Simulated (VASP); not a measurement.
Crystal: Te2P.

```
Te P
1.0
     5.25999    0.00000    0.00000
    -2.63000    4.55529    0.00000
     0.00000    0.00000    3.09759
Te P
2 1
Direct
  0.33333 0.66667 0.50000
  0.66667 0.33333 0.50000
  0.00000 0.00000 0.00000
```

- Program: VASP 6.6.1
- Task: relaxation of cell and atoms
- Functional: PBE
- Potentials or basis: VASP PAW PBE potentials, release 64 (Te, P)
- Cutoff: 600 eV
- k mesh: 9 × 9 × 14
- Occupations: gaussian, width 0.1 eV
- Spin: no spin polarisation

At the start: pressure 0.2 GPa; volume 24.74 Å³/atom.

**Question.** Where does the relaxation end?

**Answer.** Over 5 steps the energy falls by 3.5 meV/atom and the volume is 24.84 Å³/atom (+0.4 %); space group P6/mmm (No. 191, to 0.1 Å) before and after.

Step by step:
| step | energy change (eV) | largest force (eV/Å) | pressure (GPa) | volume (Å³) |
| --- | --- | --- | --- | --- |
| 1 | 0.0000 | 0.0000 | 0.19 | 74.22 |
| 2 | -0.0100 | 0.0000 | 0.00 | 74.53 |
| 3 | -0.0106 | 0.0000 | -0.05 | 74.62 |
| 4 | -0.0106 | 0.0000 | -0.06 | 74.63 |
| 5 | -0.0106 | 0.0000 | 0.02 | 74.53 |

Final structure:
```
CELL_PARAMETERS angstrom
5.31313 0.00000 0.00000
-2.65657 4.60131 0.00000
0.00000 0.00000 3.04842
ATOMIC_POSITIONS crystal
Te 0.33333 0.66667 0.50000
Te 0.66667 0.33333 0.50000
P 0.00000 0.00000 0.00000
```

Caveat: the highest band is partly filled, so the run has too few bands.
